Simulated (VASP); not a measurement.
Here is a VASP 6.6.1 calculation.

Contents of INCAR:

```
PREC = Accurate
ENCUT = 520
EDIFF = 1E-6
ISMEAR = 0
SIGMA = 0.1
LREAL = F
LASPH = T
NELM = 60
ALGO = Fast
ISIF = 2
LWAVE = F
LCHARG = F
GGA = PE
NBANDS = 19
```

KPOINTS

```
Automatic mesh
0
Gamma
  14 14 10
```

The input POSCAR:

```
Ti
1.0
    2.0148971638      2.0148971638      0.0000000000
   -2.0662976017      2.0662976017      0.0000000000
    0.0000000000      0.0000000000      4.1325952034
Ti
2
Direct
    0.0000000000      0.0000000000      0.0000000000
    0.5000000000      0.5000000000      0.5000000000
```

Potentials or basis: VASP PAW PBE potentials, release 64 (Ti_sv).

Launch:

```sh
$ cat potpaw_PBE.64/Ti_sv/POTCAR > POTCAR
$ mpirun -np 1 vasp_std > vasp.out
```

(1) What does it give for the pressure?

(2) What does it give for the band gap on the k mesh?

## Answers

(1) 0.7 GPa.

(2) zero (band 12 reaches 9.14 eV, above the bottom of band 13 at 7.89 eV).

Caveat: the cell differs from its parent crystal (uniaxial strain along a: -2.0 %).
